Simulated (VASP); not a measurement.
# Hf (I4/mmm) in VASP: further runs

The runs below take Hf through single point, with r2SCAN.

Program: VASP 6.6.1. These are calculated values, not measurements. Logs are shortened: lines on timing, memory, paths and dates and some standing lists are left out, and cuts for length are marked.

### Step 1. The cell of the first run

Symmetry: I4/mmm, No. 139, tetragonal system. The conventional cell has a = 3.712 Å, b = 3.712 Å, c = 3.415 Å, α = 90.00°, β = 90.00°, γ = 90.00°. Hf (site symmetry 4/mmm) has 14 Hf at 3.13 to 3.71 Å within 4.1 Å.

### Step 2. Single point, r2SCAN

File POSCAR:

```
Hf
1.0
   -1.8558716195      1.8558716195      1.7074018899
    1.8558716195     -1.8558716195      1.7074018899
    1.8558716195      1.8558716195     -1.7074018899
Hf
1
Direct
    0.0000000000      0.0000000000      0.0000000000
```

File INCAR.step1:

```
SYSTEM = Hf
ALGO = Normal
EDIFF = 1E-4
ENCUT = 520
GGA = PE
ISMEAR = 0
LASPH = .True.
LCHARG = .False.
LREAL = .False.
LWAVE = .True.
NBANDS = 11
NELM = 80
PREC = Accurate
SIGMA = 0.15
```

File INCAR.step2:

```
SYSTEM = Hf
ALGO = Normal
EDIFF = 1E-7
ENCUT = 520
ISIF = 2
ISMEAR = 0
ISTART = 1
LASPH = .True.
LCHARG = .False.
LMIXTAU = .True.
LREAL = .False.
LWAVE = .False.
METAGGA = R2SCAN
NBANDS = 11
NELM = 80
PREC = Accurate
SIGMA = 0.15
```

File KPOINTS:

```
k-points
0
Gamma
  20 20 20
  0 0 0
```

Potentials or basis: VASP PAW PBE potentials, release 64 (Hf_pv).

Started as:

```console
cat potpaw_PBE.64/Hf_pv/POTCAR > POTCAR
cp INCAR.step1 INCAR
mpirun -np 1 vasp_std > vasp.out
cp INCAR.step2 INCAR
mpirun -np 1 vasp_std > vasp.out
```

OUTCAR:

```text
SYSTEM = Hf
   EDIFF = 1E-7
   ENCUT = 520
   ISIF = 2
   ISMEAR = 0
   ISTART = 1
   LASPH = .True.
   LREAL = .False.
   METAGGA = R2SCAN
   NELM = 80
   PREC = Accurate

 ion  position               nearest neighbor table
   1  0.000  0.000  0.000-

  LATTYP: Found a body centered tetragonal cell.
 ALAT       =     3.7117432390
 C/A-ratio  =     0.9200000000

  Lattice vectors:

 A1 = (  -1.8558716195,   1.8558716195,   1.7074018899)
 A2 = (   1.8558716195,  -1.8558716195,   1.7074018899)
 A3 = (   1.8558716195,   1.8558716195,  -1.7074018899)

Analysis of symmetry for initial positions (statically):
=====================================================================
 Subroutine PRICEL returns:
 Original cell was already a primitive cell.

 Routine SETGRP: Setting up the symmetry group for a
 body centered tetragonal supercell.

 Subroutine GETGRP returns: Found 16 space group operations
 (whereof 16 operations were pure point group operations)
 out of a pool of 16 trial point group operations.

The static configuration has the point symmetry D_4h.

Analysis of symmetry for dynamics (positions and initial velocities):
=====================================================================
 Subroutine PRICEL returns:
 Original cell was already a primitive cell.

 Routine SETGRP: Setting up the symmetry group for a
 body centered tetragonal supercell.

 Subroutine GETGRP returns: Found 16 space group operations
 (whereof 16 operations were pure point group operations)
 out of a pool of 16 trial point group operations.

The dynamic configuration has the point symmetry D_4h.

 Subroutine INISYM returns: Found 16 space group operations
 (whereof 16 operations are pure point group operations),
 and found     1 'primitive' translations

----------------------------------------------------------------------------------------

                                     Primitive cell

  volume of cell :      23.5229

  direct lattice vectors                    reciprocal lattice vectors
    -1.855871620  1.855871620  1.707401890     0.000000000  0.269415187  0.292842595
     1.855871620 -1.855871620  1.707401890     0.269415187  0.000000000  0.292842595
     1.855871620  1.855871620 -1.707401890     0.269415187  0.269415187  0.000000000

  length of vectors
     3.131092485  3.131092485  3.131092485     0.397921259  0.397921259  0.381010612

  position of ions in fractional coordinates (direct lattice)
     0.000000000  0.000000000  0.000000000

  ion indices of the primitive-cell ions
   primitive index   ion index
                 1           1

----------------------------------------------------------------------------------------

 KPOINTS: k-points

Automatic generation of k-mesh.
 Grid dimensions read from file:
 generate k-points for:   20   20   20

 Generating k-lattice:

  Cartesian coordinates                     Fractional coordinates (reciprocal lattice)
     0.000000000  0.013470759  0.014642130     0.050000000  0.000000000 -0.000000000
     0.013470759  0.000000000  0.014642130     0.000000000  0.050000000 -0.000000000
     0.013470759  0.013470759  0.000000000     0.000000000  0.000000000  0.050000000

  Length of vectors
     0.019896063  0.019896063  0.019050531

  Shift w.r.t. Gamma in fractional coordinates (k-lattice)
     0.000000000  0.000000000  0.000000000

 Subroutine IBZKPT returns following result:
 ===========================================

 Found    641 irreducible k-points:

 Following reciprocal coordinates:
            Coordinates               Weight
  0.000000  0.000000  0.000000      1.000000
  0.050000  0.000000  0.000000      8.000000
  0.100000  0.000000  0.000000      8.000000
  0.150000  0.000000  0.000000      8.000000
  0.200000  0.000000  0.000000      8.000000
  0.250000  0.000000  0.000000      8.000000
[... 16 lines left out ...]
 -0.400000  0.050000  0.000000     16.000000
 -0.350000  0.050000  0.000000     16.000000
 [... further k-points ...]
   k-points           NKPTS =    641   k-points in BZ     NKDIM =    641   number of bands    NBANDS=     11
   number of dos      NEDOS =    301   number of ions     NIONS =      1
   total plane-waves  NPLWV =  13824
   dimension x,y,z NGX =    24 NGY =   24 NGZ =   24
   dimension x,y,z NGXF=    48 NGYF=   48 NGZF=   48
   ions per type =               1
   NGX,Y,Z   is equivalent  to a cutoff of  12.74, 12.74, 12.74 a.u.
   NGXF,Y,Z  is equivalent  to a cutoff of  25.49, 25.49, 25.49 a.u.
 SYSTEM =  Hf
   PREC   = accura    normal or accurate (medium, high low for compatibility)
   ISTART =      1    job   : 0-new  1-cont  2-samecut
   ICHARG =      0    charge: 1-file 2-atom 10-const
   ISPIN  =      1    spin polarized calculation?
   LNONCOLLINEAR =      F non collinear calculations
   LSORBIT =      F    spin-orbit coupling
   LASPH  =      T    aspherical Exc in radial PAW
   ENCUT  =  520.0 eV  38.22 Ry    6.18 a.u.   5.82  5.82  5.82*2*pi/ulx,y,z
   NELM   =     80;   NELMIN=  2; NELMDL=  0     # of ELM steps
   EDIFF  = 0.1E-06   stopping-criterion for ELM
   LREAL  =      F    real-space projection
   EDIFFG = 0.1E-05   stopping-criterion for IOM
   NSW    =      0    number of steps for IOM
   IBRION =     -1    ionic relax: 0-MD 1-quasi-New 2-CG
   NFREE  =      0    steps in history (QN), initial steepest desc. (CG)
   ISIF   =      2    stress and relaxation
   ISYM   =      2    0-nonsym 1-usesym 2-fastsym
   POTIM  = 0.5000    time-step for ionic-motion
   TEBEG  =    0.0;   TEEND  =   0.0 temperature during run
   PSTRESS=    0.0 pullay stress
   NELECT =      10.0000    total number of electrons
   NUPDOWN=      -1.0000    fix difference up-down
   EMIN   =  10.00;   EMAX   =-10.00  energy-range for DOS
   EFERMI =   0.00;   METHOD = LEGACY
   ISMEAR =     0;   SIGMA  =   0.15  broadening in eV -4-tet -1-fermi 0-gaus
   EFERMI_NEDOS =   21; number of points for ismear=-14 and -15
   IALGO  =     38    algorithm
   IMIX   =      4    mixing-type and parameters
     AMIX     =   0.40;   BMIX     =  1.00
     AMIX_MAG =   1.60;   BMIX_MAG =  1.00
  volume/ion in A,a.u.               =      23.52       158.74
  Fermi-wavevector in a.u.,A,eV,Ry     =   1.230961  2.326179 20.616432  1.515265
  Thomas-Fermi vector in A             =   2.365789
   LORBIT       =      0    0 simple, 1 ext, 2 COOP (PROOUT), +10 PAW based schemes
   METAGGA = R2SCAN    functional components
   LHFCALC =     F    Hartree Fock is set to
   AEXX    =    0.0000 exact exchange contribution
   IVDW    =     0    specifies the selected vdW correction
   LEPSILON=     F    determine dielectric tensor
   LRPA    =     F    only Hartree local field effects (RPA)
 non-spin polarized calculation
 Gauss-broadening in eV      SIGMA  =   0.15
  energy-cutoff  :      520.00
  volume of cell :       23.52
 maximum number of plane-waves:       650
   NGX = 11   NGY = 11   NGZ = 11

 number of electron      10.0000002 magnetization

 Free energy of the ion-electron system (eV)
  ---------------------------------------------------
  ext. energy  EPLUGINS =         0.00000000
  ---------------------------------------------------
  free energy    TOTEN  =       -44.94256513 eV

  energy without entropy =      -44.92133176  energy(sigma->0) =      -44.93194845

 E-fermi :   4.1486     XC(G=0): -11.9192

 val. band max:        4.1485072420   @ k =  -0.2500  -0.3500   0.0500
 cond. band min:       4.1500310115   @ k =   0.3500   0.1500   0.1500
 fundamental gap:      0.0015237695
 Fermi energy:         4.1485844442

 k-point     1 :       0.0000    0.0000    0.0000
  band No.  band energies     occupation
      1     -27.0652      2.00000
      2     -27.0652      2.00000
      3     -27.0487      2.00000
      4      -3.0991      2.00000
      5       5.2359      0.00000
      6       6.2367      0.00000
      7       6.2367      0.00000
      8       7.8111      0.00000
      9       9.1391      0.00000
     10      16.0603      0.00000
     11      17.4065      0.00000

 k-point     2 :       0.0500    0.0000    0.0000
  band No.  band energies     occupation
      1     -27.0780      2.00000
      2     -27.0712      2.00000
      3     -27.0552      2.00000
      4      -3.0051      2.00000
      5       5.2509      0.00000
      6       6.1961      0.00000
      7       6.2330      0.00000
      8       7.8067      0.00000
      9       9.0443      0.00000
     10      16.0602      0.00000
     11      17.5911      0.00000

 k-point     3 :       0.1000    0.0000    0.0000
  band No.  band energies     occupation
      1     -27.1290      2.00000
      2     -27.0884      2.00000
      3     -27.0599      2.00000
      4      -2.7286      2.00000
      5       5.2269      0.00000
      6       6.0443      0.00000
      7       6.3062      0.00000
      8       7.8191      0.00000
      9       8.8364      0.00000
     10      16.0602      0.00000
     11      18.0546      0.00000

 k-point     4 :       0.1500    0.0000    0.0000
  band No.  band energies     occupation
      1     -27.2108      2.00000
      2     -27.1152      2.00000
      3     -27.0638      2.00000
      4      -2.2865      2.00000
      5       5.0573      0.00000
      6       5.7383      0.00000
      7       6.6001      0.00000
      8       7.9069      0.00000
      9       8.6484      0.00000
     10      16.0601      0.00000
     11      18.4352      0.00000

 k-point     5 :       0.2000    0.0000    0.0000
  band No.  band energies     occupation
      1     -27.3124      2.00000
      2     -27.1488      2.00000
      3     -27.0682      2.00000
      4      -1.7093      2.00000
      5       4.7723      0.00000
      6       5.3160      0.00000
      7       7.1235      0.00000
      8       8.1016      0.00000
      9       8.5460      0.00000
     10      16.0600      0.00000
     11      18.2645      0.00000
[... 211 lines left out ...]
 k-point    21 :       0.5000    0.0500    0.0000
  band No.  band energies     occupation
      1     -27.7562      2.00000
      2     -27.3064      2.00000
      3     -27.0946      2.00000
      4       0.9154      2.00000
      5       3.5435      2.00000
      6       4.8953      0.00000
      7       8.4372      0.00000
      8       9.8182      0.00000
      9      11.5804      0.00000
     10      14.2474      0.00000
     11      14.9501      0.00000

 k-point    22 :      -0.4500    0.0500    0.0000
  band No.  band energies     occupation
      1     -27.7234      2.00000
      2     -27.2950      2.00000
      3     -27.0920      2.00000
      4       0.7900      2.00000
      5       3.6285      2.00000
      6       4.6660      0.00000
      7       8.5229      0.00000
      8       9.5409      0.00000
      9      11.0266      0.00000
     10      14.6078      0.00000
     11      15.5538      0.00000

 k-point    23 :      -0.4000    0.0500    0.0000
  band No.  band energies     occupation
      1     -27.6620      2.00000
      2     -27.2728      2.00000
      3     -27.0882      2.00000
      4       0.4864      2.00000
      5       3.7884      1.99932
      6       4.4480      0.00476
      7       8.5979      0.00000
      8       9.1606      0.00000
      9      10.1820      0.00000
     10      15.2093      0.00000
     11      16.0593      0.00000

 k-point    24 :      -0.3500    0.0500    0.0000
  band No.  band energies     occupation
      1     -27.5774      2.00000
      2     -27.2420      2.00000
      3     -27.0835      2.00000
      4      -0.0243      2.00000
      5       4.0120      1.80225
      6       4.4447      0.00524
      7       8.5441      0.00000
      8       8.8180      0.00000
      9       9.2842      0.00000
     10      15.9904      0.00000
     11      16.0711      0.00000

 [... further k-points ...]

------------------------ aborting loop because EDIFF is reached ----------------------------------------

  FORCE on cell =-STRESS in cart. coord.  units (eV):
  Direction    XX          YY          ZZ          XY          YZ          ZX
  --------------------------------------------------------------------------------------
  -------------------------------------------------------------------------------------
  Total       -0.6983262     -0.6983262     -1.1664311      0.0000000     -0.0000000     -0.0000000
  in kB      -47.5638867    -47.5638867    -79.4471028      0.0000000     -0.0000000     -0.0000000
  external PRESSURE =     -58.1916254 kB  Pullay stress =       0.0000000 kB

 VOLUME and BASIS-vectors are now :
 -----------------------------------------------------------------------------
  energy-cutoff  :      520.00
  volume of cell :       23.52
      direct lattice vectors                 reciprocal lattice vectors
    -1.855871620  1.855871620  1.707401890     0.000000000  0.269415187  0.292842595
     1.855871620 -1.855871620  1.707401890     0.269415187  0.000000000  0.292842595
     1.855871620  1.855871620 -1.707401890     0.269415187  0.269415187  0.000000000

 POSITION                                       TOTAL-FORCE (eV/Angst)
 -----------------------------------------------------------------------------------
      0.00000      0.00000      0.00000         0.000000      0.000000      0.000000
 -----------------------------------------------------------------------------------
    total drift:                                0.000000     -0.000000     -0.000000

  FREE ENERGIE OF THE ION-ELECTRON SYSTEM (eV)
  ---------------------------------------------------
  free  energy   TOTEN  =       -44.9425651295 eV

  energy  without entropy=      -44.9213317642  energy(sigma->0) =      -44.93194845
```

Run time: 3 min. Hardware: 1 thread of Intel Xeon 6975P-C (Granite Rapids), shared host; peak memory 0.28 GiB.

Results:

```yaml
Free_energy: -44.9426 eV
Pressure: -5.8 GPa
Band_gap_on_the_k_mesh: zero (bands 5 and 6 overlap by 2.23 eV)
```

Caveat: the cell stands under tension; the PAW data sets were made with another functional, which shifts forces and pressure a little; spin-orbit coupling is left out, which moves the levels of the heavy elements.

### Step 3. Single point, r2SCAN

File POSCAR:

```
Hf
1.0
   -1.7485563976      1.7485563976      1.9234120374
    1.7485563976     -1.7485563976      1.9234120374
    1.7485563976      1.7485563976     -1.9234120374
Hf
1
Direct
    0.0000000000      0.0000000000      0.0000000000
```

INCAR.step1: that of step 2 with these lines changed.

```diff
@@ -11,3 +11,3 @@
 NBANDS = 11
-NELM = 80
+NELM = 100
 PREC = Accurate
```

INCAR.step2: that of step 2 with these lines changed.

```diff
@@ -14,3 +14,3 @@
 NBANDS = 11
-NELM = 80
+NELM = 100
 PREC = Accurate
```

KPOINTS is that of step 2.

Potentials or basis: VASP PAW PBE potentials, release 64 (Hf_pv).

Started as:

```console
cat potpaw_PBE.64/Hf_pv/POTCAR > POTCAR
cp INCAR.step1 INCAR
mpirun -np 1 vasp_std > vasp.out
cp INCAR.step2 INCAR
mpirun -np 1 vasp_std > vasp.out
```

OUTCAR:

```text
SYSTEM = Hf
   EDIFF = 1E-7
   ENCUT = 520
   ISIF = 2
   ISMEAR = 0
   ISTART = 1
   LASPH = .True.
   LREAL = .False.
   METAGGA = R2SCAN
   NELM = 100
   PREC = Accurate

 ion  position               nearest neighbor table
   1  0.000  0.000  0.000-

  LATTYP: Found a body centered tetragonal cell.
 ALAT       =     3.4971127952
 C/A-ratio  =     1.1000000000

  Lattice vectors:

 A1 = (  -1.7485563976,   1.7485563976,   1.9234120374)
 A2 = (   1.7485563976,  -1.7485563976,   1.9234120374)
 A3 = (   1.7485563976,   1.7485563976,  -1.9234120374)

Analysis of symmetry for initial positions (statically):
=====================================================================
 Subroutine PRICEL returns:
 Original cell was already a primitive cell.

 Routine SETGRP: Setting up the symmetry group for a
 body centered tetragonal supercell.

 Subroutine GETGRP returns: Found 16 space group operations
 (whereof 16 operations were pure point group operations)
 out of a pool of 16 trial point group operations.

The static configuration has the point symmetry D_4h.

[... 163 lines left out ...]
 Fermi energy:         4.1687347686

 k-point     1 :       0.0000    0.0000    0.0000
  band No.  band energies     occupation
      1     -27.0758      2.00000
      2     -27.0737      2.00000
      3     -27.0737      2.00000
      4      -3.0987      2.00000
      5       5.5780      0.00000
      6       5.5780      0.00000
      7       6.5989      0.00000
      8       7.7701      0.00000
      9       9.1047      0.00000
     10      16.0459      0.00000
     11      16.9215      0.00000
[... 309 lines left out ...]
 k-point    24 :      -0.3500    0.0500    0.0000
  band No.  band energies     occupation
      1     -27.6044      2.00000
      2     -27.2247      2.00000
      3     -27.0853      2.00000
      4      -0.1331      2.00000
      5       4.2383      0.51175
      6       4.6257      0.00002
      7       7.6216      0.00000
      8       9.0994      0.00000
      9       9.3546      0.00000
     10      15.9984      0.00000
     11      16.0722      0.00000

 [... further k-points ...]

------------------------ aborting loop because EDIFF is reached ----------------------------------------

  FORCE on cell =-STRESS in cart. coord.  units (eV):
  Direction    XX          YY          ZZ          XY          YZ          ZX
  --------------------------------------------------------------------------------------
  -------------------------------------------------------------------------------------
  Total       -1.0608675     -1.0608675     -0.2972406      0.0000000      0.0000000      0.0000000
  in kB      -72.2570341    -72.2570341    -20.2454377      0.0000000      0.0000000      0.0000000
  external PRESSURE =     -54.9198353 kB  Pullay stress =       0.0000000 kB

 VOLUME and BASIS-vectors are now :
 -----------------------------------------------------------------------------
  energy-cutoff  :      520.00
  volume of cell :       23.52
      direct lattice vectors                 reciprocal lattice vectors
    -1.748556398  1.748556398  1.923412037     0.000000000  0.285950170  0.259954700
     1.748556398 -1.748556398  1.923412037     0.285950170  0.000000000  0.259954700
     1.748556398  1.748556398 -1.923412037     0.285950170  0.285950170  0.000000000

 POSITION                                       TOTAL-FORCE (eV/Angst)
 -----------------------------------------------------------------------------------
      0.00000      0.00000      0.00000        -0.000000      0.000000     -0.000000
 -----------------------------------------------------------------------------------
    total drift:                                0.000000      0.000000     -0.000000

  FREE ENERGIE OF THE ION-ELECTRON SYSTEM (eV)
  ---------------------------------------------------
  free  energy   TOTEN  =       -44.9493109466 eV

  energy  without entropy=      -44.9269208805  energy(sigma->0) =      -44.93811591
```

Wall time 2.3 min (1 thread of Intel Xeon 6975P-C (Granite Rapids), shared host); peak memory 0.28 GiB.

Results:

```yaml
Free_energy: -44.9493 eV
Pressure: -5.5 GPa
Band_gap_on_the_k_mesh: zero (bands 5 and 6 overlap by 2.26 eV)
```

Levels at points of the mesh, in eV from the Fermi level:
| k point | band 3 | band 4 | band 5 | band 6 | band 7 | band 8 |
| --- | --- | --- | --- | --- | --- | --- |
| (0.00, 0.00, 0.00) | -31.24 | -7.27 | 1.41 | 1.41 | 2.43 | 3.60 |
| (0.50, 0.00, 0.00) | -31.24 | -3.42 | 0.07 | 0.48 | 3.45 | 5.30 |
| (0.50, 0.50, 0.00) | -31.29 | -3.25 | -1.02 | 1.04 | 5.10 | 5.59 |
| (0.50, 0.50, 0.50) | -31.68 | -2.66 | -2.39 | 5.55 | 6.54 | 6.77 |

Caveat: the stress differs along the axes, from -7 to -2 GPa; the PAW data sets were made with another functional, which shifts forces and pressure a little; spin-orbit coupling is left out, which moves the levels of the heavy elements.
